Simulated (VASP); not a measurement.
# Re (P6_3/mmc) in VASP: single point with PBE

Aim: the single point of Re with PBE.

Program: VASP 6.6.1. These are calculated values, not measurements. Logs are shortened: lines on timing, memory, paths and dates and some standing lists are left out, and cuts for length are marked.

**1. The cell of the first run**

Symmetry: P6_3/mmc, No. 194, hexagonal system. Conventional cell: a = 2.770 Å, b = 2.770 Å, c = 4.508 Å, α = 90.00°, β = 90.00°, γ = 120.00°. Re (site symmetry -6m2) has 12 Re at 2.76 to 2.77 Å within 3.6 Å.

**2. Single point, PBE**

File INCAR:

```
SYSTEM = Re
PREC     = Accurate       ! precision mode
ENCUT    = 600            ! plane-wave cutoff, eV
EDIFF    = 1E-6           ! SCF threshold, eV
ISMEAR   = 0              ! smearing method
SIGMA    = 0.05           ! smearing width, eV
LREAL    = .FALSE.        ! projectors in reciprocal space
LASPH    = .TRUE.         ! aspherical terms in the spheres
NELM     = 120            ! most SCF steps
ALGO     = Normal         ! electronic algorithm
ISIF     = 2              ! what is computed and relaxed
LWAVE    = .FALSE.        ! write WAVECAR
LCHARG   = .TRUE.         ! write CHGCAR
GGA      = PE             ! functional
LELF     = .TRUE.         ! ELF
LVHAR    = .TRUE.       
NBANDS   = 14             ! bands
GGA_COMPAT= .FALSE.
```

File KPOINTS:

```
Automatic mesh
0
G
  8 8 4
  0 0 0
```

File POSCAR:

```
Re
1.0
    2.7700544388      0.0000000000      0.0000000000
   -1.3850272194      2.3989375139      0.0000000000
    0.0000000000      0.0000000000      4.5080351528
Re
2
Direct
    0.3333333333      0.6666666667      0.7500000000
    0.6666666667      0.3333333333      0.2500000000
```

Potentials or basis: VASP PAW PBE potentials, release 64 (Re).

The run is started by

```bash
$ cat potpaw_PBE.64/Re/POTCAR > POTCAR
$ mpirun -np 1 vasp_std > vasp.out
```

OUTCAR:

```text
SYSTEM = Re
   PREC = Accurate
   ENCUT = 600
   EDIFF = 1E-6
   ISMEAR = 0
   LREAL = .FALSE.
   LASPH = .TRUE.
   NELM = 120
   ISIF = 2
   GGA = PE

 ion  position               nearest neighbor table
   1  0.333  0.667  0.750-   2 2.76   2 2.76   2 2.76   2 2.76   2 2.76   2 2.76
   2  0.667  0.333  0.250-   1 2.76   1 2.76   1 2.76   1 2.76   1 2.76   1 2.76

  LATTYP: Found a hexagonal cell.
 ALAT       =     2.7700544388
 C/A-ratio  =     1.6274175300

  Lattice vectors:

 A1 = (   2.7700544388,   0.0000000000,   0.0000000000)
 A2 = (  -1.3850272194,   2.3989375139,   0.0000000000)
 A3 = (   0.0000000000,   0.0000000000,   4.5080351528)

Analysis of symmetry for initial positions (statically):
=====================================================================
 Subroutine PRICEL returns:
 Original cell was already a primitive cell.

 Routine SETGRP: Setting up the symmetry group for a
 hexagonal supercell.

 Subroutine GETGRP returns: Found 24 space group operations
 (whereof 12 operations were pure point group operations)
 out of a pool of 24 trial point group operations.

The static configuration has the point symmetry D_3d.
 The point group associated with its full space group is D_6h.

Analysis of symmetry for dynamics (positions and initial velocities):
=====================================================================
 Subroutine PRICEL returns:
 Original cell was already a primitive cell.

 Routine SETGRP: Setting up the symmetry group for a
 hexagonal supercell.

 Subroutine GETGRP returns: Found 24 space group operations
 (whereof 12 operations were pure point group operations)
 out of a pool of 24 trial point group operations.

The dynamic configuration has the point symmetry D_3d.
 The point group associated with its full space group is D_6h.

 Subroutine INISYM returns: Found 24 space group operations
 (whereof 12 operations are pure point group operations),
 and found     1 'primitive' translations

----------------------------------------------------------------------------------------

                                     Primitive cell

  volume of cell :      29.9567

  direct lattice vectors                    reciprocal lattice vectors
     2.770054439  0.000000000  0.000000000     0.361003736  0.208425604  0.000000000
    -1.385027219  2.398937514  0.000000000     0.000000000  0.416851208  0.000000000
     0.000000000  0.000000000  4.508035153     0.000000000  0.000000000  0.221826132

[... 81 lines left out ...]
   ENCUT  =  600.0 eV  44.10 Ry    6.64 a.u.   5.53  5.53  9.00*2*pi/ulx,y,z
   NELM   =    120;   NELMIN=  2; NELMDL= -5     # of ELM steps
   EDIFF  = 0.1E-05   stopping-criterion for ELM
   LREAL  =      F    real-space projection
[... 7 lines left out ...]
   TEBEG  =    0.0;   TEEND  =   0.0 temperature during run
   PSTRESS=    0.0 pullay stress
   NELECT =      14.0000    total number of electrons
   NUPDOWN=      -1.0000    fix difference up-down
   EMIN   =  10.00;   EMAX   =-10.00  energy-range for DOS
   EFERMI =   0.00;   METHOD = LEGACY
   ISMEAR =     0;   SIGMA  =   0.05  broadening in eV -4-tet -1-fermi 0-gaus
   EFERMI_NEDOS =   21; number of points for ismear=-14 and -15
   IALGO  =     38    algorithm
   IMIX   =      4    mixing-type and parameters
     AMIX     =   0.40;   BMIX     =  1.00
     AMIX_MAG =   1.60;   BMIX_MAG =  1.00
  volume/ion in A,a.u.               =      14.98       101.08
  Fermi-wavevector in a.u.,A,eV,Ry     =   1.270436  2.400775 21.959894  1.614007
  Thomas-Fermi vector in A             =   2.403423
   LORBIT       =      0    0 simple, 1 ext, 2 COOP (PROOUT), +10 PAW based schemes
   GGA     = PE    functional components
   LHFCALC =     F    Hartree Fock is set to
   AEXX    =    0.0000 exact exchange contribution
   IVDW    =     0    specifies the selected vdW correction
   LEPSILON=     F    determine dielectric tensor
   LRPA    =     F    only Hartree local field effects (RPA)
 non-spin polarized calculation
 Gauss-broadening in eV      SIGMA  =   0.05
  energy-cutoff  :      600.00
  volume of cell :       29.96
 maximum number of plane-waves:      1038
 NGX is ok and might be reduce to    24
   NGX = 11   NGY = 11   NGZ = 19

 number of electron      13.9999999 magnetization

 Free energy of the ion-electron system (eV)
  ---------------------------------------------------
  ext. energy  EPLUGINS =         0.00000000
  ---------------------------------------------------
  free energy    TOTEN  =       -24.83217668 eV

  energy without entropy =      -24.83015610  energy(sigma->0) =      -24.83116639

 E-fermi :   7.5972     XC(G=0): -13.6353

 val. band max:        7.5728430748   @ k =   0.3750   0.0000   0.2500
 cond. band min:       7.5992621725   @ k =   0.1250   0.1250   0.0000
 fundamental gap:      0.0264190977
 Fermi energy:         7.5971706240

 k-point     1 :       0.0000    0.0000    0.0000
  band No.  band energies     occupation
      1      -2.0748      2.00000
      2       1.1640      2.00000
      3       6.0329      2.00000
      4       6.1449      2.00000
      5       6.1449      2.00000
      6       6.9352      2.00000
      7       6.9352      2.00000
      8       7.9101      0.00000
      9       7.9101      0.00000
     10       8.1613      0.00000
     11      10.9384      0.00000
     12      10.9384      0.00000
     13      17.3487      0.00000
     14      21.8414      0.00000
[... 377 lines left out ...]
      1       1.6837      2.00000
      2       1.6837      2.00000
      3       3.8487      2.00000
      4       3.8487      2.00000
      5       7.4169      2.00000
      6       7.4169      2.00000
      7       8.0448      0.00000
      8       8.0448      0.00000
      9      11.0473      0.00000
     10      11.0473      0.00000
     11      11.4606      0.00000
     12      11.4606      0.00000
     13      19.9414      0.00000
     14      19.9414      0.00000

 [... further k-points ...]
[... 5 lines left out ...]
  --------------------------------------------------------------------------------------
  -------------------------------------------------------------------------------------
  Total       -0.0786201     -0.0786201     -0.1340100     -0.0000000      0.0000000      0.0000000
  in kB       -4.2048441     -4.2048441     -7.1672620     -0.0000000      0.0000000      0.0000000
  external PRESSURE =      -5.1923168 kB  Pullay stress =       0.0000000 kB

 VOLUME and BASIS-vectors are now :
 -----------------------------------------------------------------------------
  energy-cutoff  :      600.00
  volume of cell :       29.96
      direct lattice vectors                 reciprocal lattice vectors
     2.770054439  0.000000000  0.000000000     0.361003736  0.208425604  0.000000000
    -1.385027219  2.398937514  0.000000000     0.000000000  0.416851208  0.000000000
     0.000000000  0.000000000  4.508035153     0.000000000  0.000000000  0.221826132

 POSITION                                       TOTAL-FORCE (eV/Angst)
 -----------------------------------------------------------------------------------
     -0.00000      1.59929      3.38103         0.000000      0.000000      0.000000
      1.38503      0.79965      1.12701        -0.000000      0.000000      0.000000
 -----------------------------------------------------------------------------------
    total drift:                               -0.000000      0.000000     -0.000000

  FREE ENERGIE OF THE ION-ELECTRON SYSTEM (eV)
  ---------------------------------------------------
  free  energy   TOTEN  =       -24.8321766781 eV

  energy  without entropy=      -24.8301561044  energy(sigma->0) =      -24.83116639
```

Wall time 23 s (1 thread of Intel Xeon 8259CL, shared host); peak memory 0.16 GiB.

What came out:

```yaml
Free_energy: -24.8322 eV
Pressure: -0.5 GPa
Band_gap_on_the_k_mesh: zero (bands 7 and 8 overlap by 2.68 eV)
```

Caveat: spin-orbit coupling is left out, which moves the levels of the heavy elements.

The gap in the log of VASP goes by the Fermi energy; the results here count the filled bands.